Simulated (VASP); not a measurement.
# K (Im-3m) in VASP: a series of runs

The runs below take K through single point, with r2SCAN.

Everything below comes from runs of VASP 6.6.1. Logs are shortened: lines on timing, memory, paths and dates and some standing lists are left out, and cuts for length are marked.

**1. The cell of the first run**

The structure is cubic, space group Im-3m (No. 229). The conventional cell has a = 5.340 Å, b = 5.340 Å, c = 5.340 Å, α = 90.00°, β = 90.00°, γ = 90.00°.

**2. Single point, r2SCAN**

POSCAR

```
K
1.0
   -2.6699463634      2.6699463634      2.6699463634
    2.6699463634     -2.6699463634      2.6699463634
    2.6699463634      2.6699463634     -2.6699463634
K
1
Direct
    0.0000000000      0.0000000000      0.0000000000
```

INCAR.step1

```
PREC = Accurate
ENCUT = 520
ISMEAR = -1
SIGMA = 0.2
LREAL = False
LASPH = True
NELM = 100
NBANDS = 10
GGA = PE
ALGO = Normal
EDIFF = 1E-4
LWAVE = True
LCHARG = False
```

INCAR.step2

```
PREC = Accurate
ENCUT = 520
EDIFF = 1E-6
ISMEAR = -1
SIGMA = 0.2
LREAL = False
LASPH = True
NELM = 100
ALGO = Normal
ISIF = 2
LWAVE = False
LCHARG = True
METAGGA = R2SCAN
LMIXTAU = True
LELF = True
LVHAR = True
NBANDS = 10
ISTART = 1
```

KPOINTS

```
Automatic mesh
0
Gamma
  8 8 8
```

Potentials or basis: VASP PAW PBE potentials, release 64 (K_sv).

The run is started by

```sh
> cat potpaw_PBE.64/K_sv/POTCAR > POTCAR
> cp INCAR.step1 INCAR
> mpirun -np 1 vasp_std > vasp.out
> cp INCAR.step2 INCAR
> mpirun -np 1 vasp_std > vasp.out
```

OUTCAR:

```text
PREC = Accurate
   ENCUT = 520
   EDIFF = 1E-6
   ISMEAR = -1
   LREAL = False
   LASPH = True
   NELM = 100
   ISIF = 2
   METAGGA = R2SCAN
   ISTART = 1

 ion  position               nearest neighbor table
   1  0.000  0.000  0.000-

  LATTYP: Found a body centered cubic cell.
 ALAT       =     5.3398927268

  Lattice vectors:

 A1 = (  -2.6699463634,   2.6699463634,   2.6699463634)
 A2 = (   2.6699463634,  -2.6699463634,   2.6699463634)
 A3 = (   2.6699463634,   2.6699463634,  -2.6699463634)

Analysis of symmetry for initial positions (statically):
=====================================================================
 Subroutine PRICEL returns:
 Original cell was already a primitive cell.

 Routine SETGRP: Setting up the symmetry group for a
 body centered cubic supercell.

 Subroutine GETGRP returns: Found 48 space group operations
 (whereof 48 operations were pure point group operations)
 out of a pool of 48 trial point group operations.

The static configuration has the point symmetry O_h .

Analysis of symmetry for dynamics (positions and initial velocities):
=====================================================================
 Subroutine PRICEL returns:
 Original cell was already a primitive cell.

 Routine SETGRP: Setting up the symmetry group for a
 body centered cubic supercell.

 Subroutine GETGRP returns: Found 48 space group operations
 (whereof 48 operations were pure point group operations)
 out of a pool of 48 trial point group operations.

The dynamic configuration has the point symmetry O_h .

 Subroutine INISYM returns: Found 48 space group operations
 (whereof 48 operations are pure point group operations),
 and found     1 'primitive' translations

----------------------------------------------------------------------------------------

                                     Primitive cell

  volume of cell :      76.1321

  direct lattice vectors                    reciprocal lattice vectors
    -2.669946363  2.669946363  2.669946363     0.000000000  0.187269680  0.187269680
     2.669946363 -2.669946363  2.669946363     0.187269680  0.000000000  0.187269680
     2.669946363  2.669946363 -2.669946363     0.187269680  0.187269680  0.000000000

  length of vectors
     4.624482755  4.624482755  4.624482755     0.264839321  0.264839321  0.264839321

  position of ions in fractional coordinates (direct lattice)
     0.000000000  0.000000000  0.000000000

  ion indices of the primitive-cell ions
   primitive index   ion index
                 1           1

----------------------------------------------------------------------------------------

 KPOINTS: Automatic mesh

Automatic generation of k-mesh.
 Grid dimensions read from file:
 generate k-points for:    8    8    8

 Generating k-lattice:

  Cartesian coordinates                     Fractional coordinates (reciprocal lattice)
     0.000000000  0.023408710  0.023408710     0.125000000  0.000000000  0.000000000
     0.023408710  0.000000000  0.023408710     0.000000000  0.125000000  0.000000000
     0.023408710  0.023408710  0.000000000     0.000000000  0.000000000  0.125000000

  Length of vectors
     0.033104915  0.033104915  0.033104915

  Shift w.r.t. Gamma in fractional coordinates (k-lattice)
     0.000000000  0.000000000  0.000000000

 Subroutine IBZKPT returns following result:
 ===========================================

 Found     29 irreducible k-points:

 Following reciprocal coordinates:
            Coordinates               Weight
  0.000000  0.000000  0.000000      1.000000
  0.125000  0.000000  0.000000     12.000000
  0.250000  0.000000  0.000000     12.000000
  0.375000  0.000000  0.000000     12.000000
  0.500000  0.000000  0.000000      6.000000
  0.125000  0.125000  0.000000     24.000000
[... 16 lines left out ...]
 -0.250000  0.250000  0.250000      6.000000
 -0.375000  0.375000  0.250000     24.000000
 [... further k-points ...]
   k-points           NKPTS =     29   k-points in BZ     NKDIM =     29   number of bands    NBANDS=     10
   number of dos      NEDOS =    301   number of ions     NIONS =      1
   total plane-waves  NPLWV =  46656
   dimension x,y,z NGX =    36 NGY =   36 NGZ =   36
   dimension x,y,z NGXF=    72 NGYF=   72 NGZF=   72
   ions per type =               1
   NGX,Y,Z   is equivalent  to a cutoff of  12.94, 12.94, 12.94 a.u.
   NGXF,Y,Z  is equivalent  to a cutoff of  25.88, 25.88, 25.88 a.u.
 SYSTEM =  unknown system
   PREC   = accura    normal or accurate (medium, high low for compatibility)
   ISTART =      1    job   : 0-new  1-cont  2-samecut
   ICHARG =      0    charge: 1-file 2-atom 10-const
   ISPIN  =      1    spin polarized calculation?
   LNONCOLLINEAR =      F non collinear calculations
   LSORBIT =      F    spin-orbit coupling
   LASPH  =      T    aspherical Exc in radial PAW
   ENCUT  =  520.0 eV  38.22 Ry    6.18 a.u.   8.60  8.60  8.60*2*pi/ulx,y,z
   NELM   =    100;   NELMIN=  2; NELMDL=  0     # of ELM steps
   EDIFF  = 0.1E-05   stopping-criterion for ELM
   LREAL  =      F    real-space projection
   EDIFFG = 0.1E-04   stopping-criterion for IOM
   NSW    =      0    number of steps for IOM
   IBRION =     -1    ionic relax: 0-MD 1-quasi-New 2-CG
   NFREE  =      0    steps in history (QN), initial steepest desc. (CG)
   ISIF   =      2    stress and relaxation
   ISYM   =      2    0-nonsym 1-usesym 2-fastsym
   POTIM  = 0.5000    time-step for ionic-motion
   TEBEG  =    0.0;   TEEND  =   0.0 temperature during run
   PSTRESS=    0.0 pullay stress
   NELECT =       9.0000    total number of electrons
   NUPDOWN=      -1.0000    fix difference up-down
   EMIN   =  10.00;   EMAX   =-10.00  energy-range for DOS
   EFERMI =   0.00;   METHOD = LEGACY
   ISMEAR =    -1;   SIGMA  =   0.20  broadening in eV -4-tet -1-fermi 0-gaus
   EFERMI_NEDOS =   21; number of points for ismear=-14 and -15
   IALGO  =     38    algorithm
   IMIX   =      4    mixing-type and parameters
     AMIX     =   0.40;   BMIX     =  1.00
     AMIX_MAG =   1.60;   BMIX_MAG =  1.00
  volume/ion in A,a.u.               =      76.13       513.76
  Fermi-wavevector in a.u.,A,eV,Ry     =   0.803464  1.518327  8.783303  0.645555
  Thomas-Fermi vector in A             =   1.911336
   LORBIT       =      0    0 simple, 1 ext, 2 COOP (PROOUT), +10 PAW based schemes
   METAGGA = R2SCAN    functional components
   LHFCALC =     F    Hartree Fock is set to
   AEXX    =    0.0000 exact exchange contribution
   IVDW    =     0    specifies the selected vdW correction
   LEPSILON=     F    determine dielectric tensor
   LRPA    =     F    only Hartree local field effects (RPA)
 non-spin polarized calculation
  energy-cutoff  :      520.00
  volume of cell :       76.13
 maximum number of plane-waves:      2093
 NGX is ok and might be reduce to    36
   NGX = 17   NGY = 17   NGZ = 17

 number of electron       9.0000001 magnetization

 Free energy of the ion-electron system (eV)
  ---------------------------------------------------
  ext. energy  EPLUGINS =         0.00000000
  ---------------------------------------------------
  free energy    TOTEN  =        -6.06009010 eV

  energy without entropy =       -5.96029262  energy(sigma->0) =       -6.01019136

 E-fermi :  -0.1557     XC(G=0):  -5.8189

 val. band max:       -0.1793111288   @ k =   0.2500   0.2500   0.0000
 cond. band min:      -0.0288772721   @ k =  -0.3750   0.3750   0.2500
 fundamental gap:      0.1504338567
 Fermi energy:        -0.1557444214

 k-point     1 :       0.0000    0.0000    0.0000
  band No.  band energies     occupation
      1     -33.8158      2.00000
      2     -16.4896      2.00000
      3     -16.4896      2.00000
      4     -16.4896      2.00000
      5      -2.3919      1.99997
      6       4.5822      0.00000
      7       4.5823      0.00000
      8       4.5823      0.00000
      9       5.5218      0.00000
     10       5.5218      0.00000

 k-point     2 :       0.1250    0.0000    0.0000
  band No.  band energies     occupation
      1     -33.8153      2.00000
      2     -16.4987      2.00000
      3     -16.4926      2.00000
      4     -16.4896      2.00000
      5      -2.1912      1.99992
      6       4.1899      0.00000
      7       4.3176      0.00000
      8       4.7383      0.00000
      9       5.2693      0.00000
     10       5.4618      0.00000

 k-point     3 :       0.2500    0.0000    0.0000
  band No.  band energies     occupation
      1     -33.8140      2.00000
      2     -16.5205      2.00000
      3     -16.4998      2.00000
      4     -16.4896      2.00000
      5      -1.6075      1.99859
      6       3.0372      0.00000
      7       3.8357      0.00000
      8       5.1975      0.00000
      9       5.3375      0.00000
     10       5.4347      0.00000

 k-point     4 :       0.3750    0.0000    0.0000
  band No.  band energies     occupation
      1     -33.8127      2.00000
      2     -16.5420      2.00000
      3     -16.5070      2.00000
      4     -16.4896      2.00000
      5      -0.6946      1.87340
      6       1.7383      0.00015
      7       3.4702      0.00000
      8       5.3392      0.00000
      9       5.6261      0.00000
     10       5.9330      0.00000

 k-point     5 :       0.5000    0.0000    0.0000
  band No.  band energies     occupation
      1     -33.8122      2.00000
      2     -16.5508      2.00000
      3     -16.5099      2.00000
      4     -16.4896      2.00000
      5       0.4340      0.09960
      6       0.4843      0.07832
      7       3.3394      0.00000
      8       5.2229      0.00000
      9       6.0771      0.00000
     10       6.1371      0.00000

 k-point     6 :       0.1250    0.1250    0.0000
  band No.  band energies     occupation
      1     -33.8144      2.00000
      2     -16.5136      2.00000
      3     -16.4960      2.00000
      4     -16.4917      2.00000
      5      -1.7989      1.99946
      6       3.5298      0.00000
      7       3.7988      0.00000
      8       5.0049      0.00000
      9       5.0994      0.00000
     10       5.6891      0.00000
[... 183 lines left out ...]
 k-point    21 :      -0.3750   -0.3750    0.1250
  band No.  band energies     occupation
      1     -33.8111      2.00000
      2     -16.5340      2.00000
      3     -16.5340      2.00000
      4     -16.5016      2.00000
      5       1.1377      0.00310
      6       1.1378      0.00310
      7       1.9504      0.00005
      8       5.0576      0.00000
      9       5.0576      0.00000
     10       5.6915      0.00000

 k-point    22 :       0.2500    0.2500    0.2500
  band No.  band energies     occupation
      1     -33.8120      2.00000
      2     -16.5193      2.00000
      3     -16.5193      2.00000
      4     -16.5193      2.00000
      5       1.3902      0.00088
      6       1.3903      0.00088
      7       1.3903      0.00088
      8       3.4275      0.00000
      9       6.1657      0.00000
     10       6.1657      0.00000

 k-point    23 :      -0.2500    0.2500    0.2500
  band No.  band energies     occupation
      1     -33.8124      2.00000
      2     -16.5214      2.00000
      3     -16.5107      2.00000
      4     -16.5107      2.00000
      5      -0.8726      1.94599
      6       2.9494      0.00000
      7       3.6779      0.00000
      8       3.6779      0.00000
      9       5.4172      0.00000
     10       5.4674      0.00000

 k-point    24 :      -0.3750    0.3750    0.2500
  band No.  band energies     occupation
      1     -33.8112      2.00000
      2     -16.5351      2.00000
      3     -16.5184      2.00000
      4     -16.5123      2.00000
      5      -0.0289      0.69306
      6       2.0790      0.00003
      7       3.5177      0.00000
      8       3.5743      0.00000
      9       4.8926      0.00000
     10       6.0087      0.00000

 [... further k-points ...]
[... 5 lines left out ...]
  --------------------------------------------------------------------------------------
  -------------------------------------------------------------------------------------
  Total        0.0161341      0.0161341      0.0161341     -0.0000000     -0.0000000     -0.0000000
  in kB        0.3395375      0.3395375      0.3395375     -0.0000000     -0.0000000     -0.0000000
  external PRESSURE =       0.3395375 kB  Pullay stress =       0.0000000 kB

 VOLUME and BASIS-vectors are now :
 -----------------------------------------------------------------------------
  energy-cutoff  :      520.00
  volume of cell :       76.13
      direct lattice vectors                 reciprocal lattice vectors
    -2.669946363  2.669946363  2.669946363     0.000000000  0.187269680  0.187269680
     2.669946363 -2.669946363  2.669946363     0.187269680  0.000000000  0.187269680
     2.669946363  2.669946363 -2.669946363     0.187269680  0.187269680  0.000000000

 POSITION                                       TOTAL-FORCE (eV/Angst)
 -----------------------------------------------------------------------------------
      0.00000      0.00000      0.00000         0.000000      0.000000      0.000000
 -----------------------------------------------------------------------------------
    total drift:                               -0.000000      0.000000      0.000000

  FREE ENERGIE OF THE ION-ELECTRON SYSTEM (eV)
  ---------------------------------------------------
  free  energy   TOTEN  =        -6.0600900989 eV

  energy  without entropy=       -5.9602926240  energy(sigma->0) =       -6.01019136
```

Run time: 66 s. Hardware: 1 thread of Intel Xeon 6975P-C, shared host; peak memory 0.21 GiB.

What came out:

| Quantity | Value |
| --- | --- |
| Free energy | -6.0601 eV |
| Pressure | 0.0 GPa |

Levels at points of the mesh, in eV from the Fermi level:
```
           k point  band 2  band 3  band 4  band 5  band 6  band 7
(0.00, 0.00, 0.00)  -16.33  -16.33  -16.33   -2.24    4.74    4.74
(0.50, 0.00, 0.00)  -16.40  -16.35  -16.33    0.59    0.64    3.50
(0.50, 0.50, 0.50)  -16.38  -16.38  -16.38    1.81    1.81    3.70
```

Caveat: the PAW data sets were made with another functional, which shifts forces and pressure a little.

**3. Single point, r2SCAN**

POSCAR is that of step 2.

INCAR.step1

```
  PREC = Accurate
  ENCUT = 520
  ISMEAR = -1
  SIGMA = 0.3
  LREAL = False
  LASPH = True
  NELM = 60
  NBANDS = 10
  GGA = PE
  ALGO = Normal
  EDIFF = 1E-4
  LWAVE = True
  LCHARG = False
```

INCAR.step2

```
  PREC = Accurate
  ENCUT = 520
  EDIFF = 1E-7
  ISMEAR = -1
  SIGMA = 0.3
  LREAL = False
  LASPH = True
  NELM = 60
  ALGO = Normal
  ISIF = 2
  LWAVE = False
  LCHARG = False
  METAGGA = R2SCAN
  LMIXTAU = True
  NBANDS = 10
  ISTART = 1
```

KPOINTS

```
regular mesh
0
Gamma
  8 8 8
```

Potentials or basis: VASP PAW PBE potentials, release 64 (K_sv).

The run is started by

```sh
> cat potpaw_PBE.64/K_sv/POTCAR > POTCAR
> cp INCAR.step1 INCAR
> mpirun -np 1 vasp_std > vasp.out
> cp INCAR.step2 INCAR
> mpirun -np 1 vasp_std > vasp.out
```

Run time: 72 s. Hardware: 1 thread of Intel Xeon 6975P-C, shared host; peak memory 0.22 GiB.

It converged, with:

```
Free energy : -6.1217 eV
Pressure    : 0.1 GPa
```

Levels at points of the mesh, in eV from the Fermi level:
```
           k point  band 1  band 2  band 3  band 4  band 5  band 6  band 7  band 8  band 9
(0.00, 0.00, 0.00)  -33.63  -16.30  -16.30  -16.30   -2.20    4.78    4.78    4.78    5.71
(0.50, 0.00, 0.00)  -33.62  -16.36  -16.32  -16.30    0.62    0.67    3.53    5.42    6.27
(0.50, 0.50, 0.50)  -33.62  -16.34  -16.34  -16.34    1.84    1.84    3.74    3.74    3.74
```

Caveat: the PAW data sets were made with another functional, which shifts forces and pressure a little.

**4. Single point, r2SCAN**

POSCAR is that of step 3.

INCAR.step1: that of step 3 with these lines changed.

```diff
@@ -3,3 +3,3 @@
   ISMEAR = -1
-  SIGMA = 0.3
+  SIGMA = 0.6
   LREAL = False
```

INCAR.step2

```
  PREC = Accurate
  ENCUT = 520
  EDIFF = 1E-7
  ISMEAR = -1
  SIGMA = 0.6
  LREAL = False
  LASPH = True
  NELM = 60
  ALGO = Normal
  ISIF = 2
  LWAVE = False
  LCHARG = True
  METAGGA = R2SCAN
  LMIXTAU = True
  LELF = True
  LVHAR = True
  NBANDS = 10
  ISTART = 1
```

KPOINTS

```
Automatic mesh
0
Gamma
  8 8 8
```

The run is started by

```sh
> cat potpaw_PBE.64/K_sv/POTCAR > POTCAR
> cp INCAR.step1 INCAR
> mpirun -np 1 vasp_std > vasp.out
> cp INCAR.step2 INCAR
> mpirun -np 1 vasp_std > vasp.out
```

Wall time 69 s (1 thread of Intel Xeon 6975P-C, shared host); peak memory 0.21 GiB.

Results (log left out):

```yaml
Free_energy: -6.4422 eV
Pressure: 0.3 GPa
```

Levels at points of the mesh, in eV from the Fermi level:
| k point | band 1 | band 2 | band 3 | band 4 | band 5 | band 6 | band 7 | band 8 | band 9 |
| --- | --- | --- | --- | --- | --- | --- | --- | --- | --- |
| (0.00, 0.00, 0.00) | -33.44 | -16.12 | -16.12 | -16.12 | -2.03 | 4.97 | 4.97 | 4.97 | 5.89 |
| (0.50, 0.00, 0.00) | -33.44 | -16.18 | -16.14 | -16.12 | 0.81 | 0.84 | 3.72 | 5.60 | 6.44 |
| (0.50, 0.50, 0.50) | -33.44 | -16.16 | -16.16 | -16.16 | 1.99 | 1.99 | 3.94 | 3.94 | 3.94 |

Caveat: the PAW data sets were made with another functional, which shifts forces and pressure a little.

**5. The runs side by side**

```csv
smearing,gap on the mesh (eV),pressure (GPa)
fermi-dirac 0.2 eV,none,0.0
fermi-dirac 0.3 eV,none,0.1
fermi-dirac 0.6 eV,none,0.3
```

Alike in all rows: task single point; level r2SCAN; potentials or basis VASP PAW PBE potentials, release 64 (K_sv); no spin polarisation; cell as given; k mesh 8 × 8 × 8; cutoff (eV) 520.

Every run on the cell as given and a fine mesh finds a metal.

Caveats: the PAW data sets were made with another functional, which shifts forces and pressure a little.

Absolute energies hang on the potentials; compare differences alone.
